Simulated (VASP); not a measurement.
# Zn (P6_3/mmc) in VASP: single point with PBE

Aim: the single point of Zn with PBE.

Everything below comes from runs of VASP 6.6.1. Logs are shortened: lines on timing, memory, paths and dates and some standing lists are left out, and cuts for length are marked.

**1. The cell of the first run**

It takes space group P6_3/mmc (No. 194, hexagonal). Conventional cell: a = 2.616 Å, b = 2.616 Å, c = 4.645 Å, α = 90.00°, β = 90.00°, γ = 120.00°. Zn (site symmetry -6m2) has 12 Zn at 2.62 to 2.77 Å within 3.5 Å.

**2. Single point, PBE**

INCAR

```
SYSTEM = Zn
  PREC = Accurate
  ENCUT = 520
  EDIFF = 1E-7
  ISMEAR = 0
  SIGMA = 0.1
  LREAL = .False.
  LASPH = .True.
  NELM = 60
  ALGO = Fast
  ISIF = 2
  LWAVE = .False.
  LCHARG = .True.
  GGA = PE
  LELF = .True.
  LVHAR = .True.
  NBANDS = 19
```

KPOINTS

```
regular mesh
0
Gamma
  57 57 28
  0 0 0
```

POSCAR

```
Zn
1.0
    2.6156874925      0.0000000000      0.0000000000
   -1.3078437463      2.2652518169      0.0000000000
    0.0000000000      0.0000000000      4.6452791362
Zn
2
Direct
    0.3333333333      0.6666666667      0.2500000000
    0.6666666667      0.3333333333      0.7500000000
```

Potentials or basis: VASP PAW PBE potentials, release 64 (Zn).

Command:

```bash
> cat potpaw_PBE.64/Zn/POTCAR > POTCAR
> mpirun -np 1 vasp_std > vasp.out
```

OUTCAR:

```text
SYSTEM = Zn
   PREC = Accurate
   ENCUT = 520
   EDIFF = 1E-7
   ISMEAR = 0
   LREAL = .False.
   LASPH = .True.
   NELM = 60
   ISIF = 2
   GGA = PE

 ion  position               nearest neighbor table
   1  0.333  0.667  0.250-   2 2.77   2 2.77   2 2.77   2 2.77   2 2.77   2 2.77
   2  0.667  0.333  0.750-   1 2.77   1 2.77   1 2.77   1 2.77   1 2.77   1 2.77

  LATTYP: Found a hexagonal cell.
 ALAT       =     2.6156874925
 C/A-ratio  =     1.7759304770

  Lattice vectors:

 A1 = (   2.6156874925,   0.0000000000,   0.0000000000)
 A2 = (  -1.3078437463,   2.2652518169,   0.0000000000)
 A3 = (   0.0000000000,   0.0000000000,   4.6452791362)

Analysis of symmetry for initial positions (statically):
=====================================================================
 Subroutine PRICEL returns:
 Original cell was already a primitive cell.

 Routine SETGRP: Setting up the symmetry group for a
 hexagonal supercell.

 Subroutine GETGRP returns: Found 24 space group operations
 (whereof 12 operations were pure point group operations)
 out of a pool of 24 trial point group operations.

The static configuration has the point symmetry D_3d.
 The point group associated with its full space group is D_6h.

Analysis of symmetry for dynamics (positions and initial velocities):
=====================================================================
 Subroutine PRICEL returns:
 Original cell was already a primitive cell.

 Routine SETGRP: Setting up the symmetry group for a
 hexagonal supercell.

 Subroutine GETGRP returns: Found 24 space group operations
 (whereof 12 operations were pure point group operations)
 out of a pool of 24 trial point group operations.

The dynamic configuration has the point symmetry D_3d.
 The point group associated with its full space group is D_6h.

 Subroutine INISYM returns: Found 24 space group operations
 (whereof 12 operations are pure point group operations),
 and found     1 'primitive' translations

----------------------------------------------------------------------------------------

                                     Primitive cell

  volume of cell :      27.5242

  direct lattice vectors                    reciprocal lattice vectors
     2.615687493  0.000000000  0.000000000     0.382308668  0.220726012  0.000000000
    -1.307843746  2.265251817  0.000000000     0.000000000  0.441452024  0.000000000
     0.000000000  0.000000000  4.645279136     0.000000000  0.000000000  0.215272316

[... 82 lines left out ...]
   NELM   =     60;   NELMIN=  2; NELMDL= -5     # of ELM steps
   EDIFF  = 0.1E-06   stopping-criterion for ELM
   LREAL  =      F    real-space projection
   EDIFFG = 0.1E-05   stopping-criterion for IOM
   NSW    =      0    number of steps for IOM
   IBRION =     -1    ionic relax: 0-MD 1-quasi-New 2-CG
   NFREE  =      0    steps in history (QN), initial steepest desc. (CG)
   ISIF   =      2    stress and relaxation
   ISYM   =      2    0-nonsym 1-usesym 2-fastsym
   POTIM  = 0.5000    time-step for ionic-motion
   TEBEG  =    0.0;   TEEND  =   0.0 temperature during run
   PSTRESS=    0.0 pullay stress
   NELECT =      24.0000    total number of electrons
   NUPDOWN=      -1.0000    fix difference up-down
   EMIN   =  10.00;   EMAX   =-10.00  energy-range for DOS
   EFERMI =   0.00;   METHOD = LEGACY
   ISMEAR =     0;   SIGMA  =   0.10  broadening in eV -4-tet -1-fermi 0-gaus
   EFERMI_NEDOS =   21; number of points for ismear=-14 and -15
   IALGO  =     68    algorithm
   IMIX   =      4    mixing-type and parameters
     AMIX     =   0.40;   BMIX     =  1.00
     AMIX_MAG =   1.60;   BMIX_MAG =  1.00
  volume/ion in A,a.u.               =      13.76        92.87
  Fermi-wavevector in a.u.,A,eV,Ry     =   1.564014  2.955557 33.281735  2.446139
  Thomas-Fermi vector in A             =   2.666700
   LORBIT       =      0    0 simple, 1 ext, 2 COOP (PROOUT), +10 PAW based schemes
   GGA     = PE    functional components
   LHFCALC =     F    Hartree Fock is set to
   AEXX    =    0.0000 exact exchange contribution
   IVDW    =     0    specifies the selected vdW correction
   LEPSILON=     F    determine dielectric tensor
   LRPA    =     F    only Hartree local field effects (RPA)
 non-spin polarized calculation
 RMM-DIIS sequential band-by-band and
 Gauss-broadening in eV      SIGMA  =   0.10
  energy-cutoff  :      520.00
  volume of cell :       27.52
 maximum number of plane-waves:       762
 NGX is ok and might be reduce to    20
   NGX =  9   NGY =  9   NGZ = 17

 number of electron      23.9999992 magnetization

 Free energy of the ion-electron system (eV)
  ---------------------------------------------------
  ext. energy  EPLUGINS =         0.00000000
  ---------------------------------------------------
  free energy    TOTEN  =        -2.14471062 eV

  energy without entropy =       -2.14281125  energy(sigma->0) =       -2.14376093

 E-fermi :   3.9588     XC(G=0): -12.0932

 val. band max:        3.9569300759   @ k =   0.3509   0.2807   0.3929
 cond. band min:       3.9594362285   @ k =   0.3333   0.2456   0.2857
 fundamental gap:      0.0025061526
 Fermi energy:         3.9587585580

 k-point     1 :       0.0000    0.0000    0.0000
  band No.  band energies     occupation
      1      -7.3585      2.00000
      2      -5.1378      2.00000
      3      -4.2848      2.00000
      4      -4.0794      2.00000
      5      -4.0794      2.00000
      6      -4.0043      2.00000
[... 505 lines left out ...]
      6      -3.9616      2.00000
[... 11 lines left out ...]
     18      18.6599      0.00000
     19      20.7975      0.00000

 [... further k-points ...]

------------------------ aborting loop because EDIFF is reached ----------------------------------------

  FORCE on cell =-STRESS in cart. coord.  units (eV):
  Direction    XX          YY          ZZ          XY          YZ          ZX
  --------------------------------------------------------------------------------------
  -------------------------------------------------------------------------------------
  Total        1.4745761      1.4745761      1.4428678     -0.0000000     -0.0000000      0.0000000
  in kB       85.8348419     85.8348419     83.9891083     -0.0000000     -0.0000000      0.0000000
  external PRESSURE =      85.2195973 kB  Pullay stress =       0.0000000 kB

 VOLUME and BASIS-vectors are now :
 -----------------------------------------------------------------------------
  energy-cutoff  :      520.00
  volume of cell :       27.52
      direct lattice vectors                 reciprocal lattice vectors
     2.615687493  0.000000000  0.000000000     0.382308668  0.220726012  0.000000000
    -1.307843746  2.265251817  0.000000000     0.000000000  0.441452024  0.000000000
     0.000000000  0.000000000  4.645279136     0.000000000  0.000000000  0.215272316

 POSITION                                       TOTAL-FORCE (eV/Angst)
 -----------------------------------------------------------------------------------
     -0.00000      1.51017      1.16132         0.000000     -0.000000      0.000000
      1.30784      0.75508      3.48396        -0.000000      0.000000      0.000000
 -----------------------------------------------------------------------------------
    total drift:                               -0.000000      0.000000      0.000000

  FREE ENERGIE OF THE ION-ELECTRON SYSTEM (eV)
  ---------------------------------------------------
  free  energy   TOTEN  =        -2.1447106181 eV

  energy  without entropy=       -2.1428112481  energy(sigma->0) =       -2.14376093
```

OSZICAR:

```text
N       E                     dE             d eps       ncg     rms          rms(c)
DAV:   1     0.111488928535E+03    0.11149E+03   -0.12358E+04179849   0.206E+03
DAV:   2     0.259375839504E+01   -0.10890E+03   -0.10516E+03172202   0.297E+02
DAV:   3    -0.237907003330E+01   -0.49728E+01   -0.49518E+01189276   0.696E+01
DAV:   4    -0.240667145219E+01   -0.27601E-01   -0.27595E-01186406   0.531E+00
DAV:   5    -0.240670294468E+01   -0.31492E-04   -0.31492E-04186443   0.163E-01    0.497E+00
RMM:   6    -0.216313836842E+01    0.24356E+00   -0.83348E-01198876   0.110E+01    0.365E+00
RMM:   7    -0.215157440119E+01    0.11564E-01   -0.25599E-02204130   0.225E+00    0.179E+00
RMM:   8    -0.214477200319E+01    0.68024E-02   -0.60203E-03195203   0.688E-01    0.116E-01
RMM:   9    -0.214474947429E+01    0.22529E-04   -0.14945E-03209985   0.550E-01    0.995E-02
RMM:  10    -0.214470815983E+01    0.41314E-04   -0.22448E-04207052   0.160E-01    0.127E-02
RMM:  11    -0.214471041528E+01   -0.22555E-05   -0.16172E-05209134   0.455E-02    0.315E-03
RMM:  12    -0.214471100998E+01   -0.59470E-06   -0.68834E-07193919   0.958E-03    0.866E-03
RMM:  13    -0.214471061525E+01    0.39473E-06   -0.25899E-06196514   0.193E-02    0.283E-03
RMM:  14    -0.214471061808E+01   -0.28344E-08   -0.16394E-07112529   0.549E-03
   1 F= -.21447106E+01 E0= -.21437609E+01  d E =-.189937E-02
```

stdout:

```text
POSCAR found type information on POSCAR Zn
 POSCAR found :  1 types and       2 ions
 scaLAPACK will be used
 LDA part: xc-table for (Slater+PW92), standard interpolation
[... 103 lines left out ...]
 num prob  num prob WARNING in EDDRMM: call to ZHEGV failed, returncode =   6  3     19
 num prob  num prob WARNING in EDDRMM: call to ZHEGV failed, returncode =   8  4     17
 num prob  num prob  num prob  num prob  num prob  num prob  num prob  num prob  num prob  num prob  num prob  num prob WARNING in EDDRMM: call to ZHEGV failed, returncode =   8  4     15
 num prob  num prob WARNING in EDDRMM: call to ZHEGV failed, returncode =   8  4     19
 num prob  num prob WARNING in EDDRMM: call to ZHEGV failed, returncode =   6  3     18
 num prob  num prob  num prob  num prob  num prob WARNING in EDDRMM: call to ZHEGV failed, returncode =   8  4     15
WARNING in EDDRMM: call to ZHEGV failed, returncode =   6  3
```

Wall time 41 min (1 thread of Oxide Virtual Turin-like, shared host); peak memory 1.7 GiB.

Results:

```yaml
Free_energy: -2.1447 eV
Pressure: 8.5 GPa
Band_gap_on_the_k_mesh: zero (bands 12 and 13 overlap by 4.17 eV)
```

Caveat: the cell stands under pressure.
